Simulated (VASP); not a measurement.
Write the native input for VASP 6.6.1 that does the following.

```yaml
Task: single point
Functional: PBE
Potentials_or_basis: VASP PAW PBE potentials, release 64 (Mg, Br)
Cutoff: 520 eV
k_mesh: 6 × 6 × 12
Occupations: gaussian, width 0.1 eV
Spin: no spin polarisation
Dipole_correction: no
Further_INCAR_settings: ALGO = Normal; EDIFF = 1e-07; NBANDS = 16
```

The structure of Mg4Br lies in POSCAR:

```
Mg4Br
1.0
    7.0543381437      0.0000000000      0.0000000000
    0.0000000000      7.0543381437      0.0000000000
    0.0000000000      0.0000000000      3.0808893527
Mg Br
4 1
Direct
    0.7017582171      0.0000000000      0.5000000000
    0.2982417829      0.0000000000      0.5000000000
    0.0000000000      0.7017582171      0.5000000000
    0.0000000000      0.2982417829      0.5000000000
    0.5000000000      0.5000000000      0.5000000000
```

The input as run:

INCAR

```
SYSTEM = Mg4Br
  PREC = Accurate
  ENCUT = 520
  EDIFF = 1E-7
  ISMEAR = 0
  SIGMA = 0.1
  LREAL = .FALSE.
  LASPH = .TRUE.
  NELM = 80
  ALGO = Normal
  ISIF = 2
  LWAVE = .FALSE.
  LCHARG = .FALSE.
  GGA = PE
  NBANDS = 16
```

KPOINTS

```
Automatic mesh
0
G
  6 6 12
  0 0 0
```

Potentials or basis: VASP PAW PBE potentials, release 64 (Mg, Br).

Run with:

```bash
$ cat potpaw_PBE.64/Mg/POTCAR potpaw_PBE.64/Br/POTCAR > POTCAR
$ mpirun -np 1 vasp_std > vasp.out
```

It gave:

```json
{
 "Pressure": "-0.1 GPa",
 "Largest force": "0.006 eV/Å"
}
```

Caveat: an odd number of electrons without spin polarisation forces a metal; a magnetic or distorted state may lie lower.

It took 3.8 min on 1 thread of AMD EPYC 7R13 (shared host), peak memory 0.32 GiB.
